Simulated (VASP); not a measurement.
A run of VASP 6.6.1:

The input INCAR:

```
SYSTEM = Ir
PREC     = Accurate       ! precision mode
ENCUT    = 560            ! plane-wave cutoff, eV
EDIFF    = 1E-6           ! SCF threshold, eV
ISMEAR   = 0              ! smearing method
SIGMA    = 0.1            ! smearing width, eV
LREAL    = .False.        ! projectors in reciprocal space
LASPH    = .True.         ! aspherical terms in the spheres
NELM     = 120            ! most SCF steps
ALGO     = Normal         ! electronic algorithm
ISIF     = 2              ! what is computed and relaxed
LWAVE    = .False.        ! write WAVECAR
LCHARG   = .False.        ! write CHGCAR
GGA      = PS             ! functional
NBANDS   = 42             ! bands
GGA_COMPAT= .False.
```

File KPOINTS:

```
Automatic mesh
0
Gamma
  12 12 4
  0 0 0
```

POSCAR

```
Ir
1.0
    2.7095476164      0.0000000000      0.0000000000
   -1.3547738082      2.3465370686      0.0000000000
    0.0000000000      0.0000000000      8.8461306326
Ir
4
Direct
    0.0000000000      0.0000000000      0.0000000000
    0.3333333333      0.6666666667      0.2500000000
    0.0000000000      0.0000000000      0.5000000000
    0.6666666667      0.3333333333      0.7500000000
```

Potentials or basis: VASP PAW PBE potentials, release 64 (Ir_sv_GW).

The run is started by

```sh
$ cat potpaw_PBE.64/Ir_sv_GW/POTCAR > POTCAR
$ mpirun -np 1 vasp_std > vasp.out
```

Hardware: 1 thread of AMD EPYC 7R13 Processor (Zen 3), on a shared host.

Q: How long does it take, and how much memory?

A: Wall time 2.4 min on 1 thread of AMD EPYC 7R13 Processor (Zen 3), on a shared host, peak memory 0.23 GiB. Counts: scf iterations 15, k points 57.
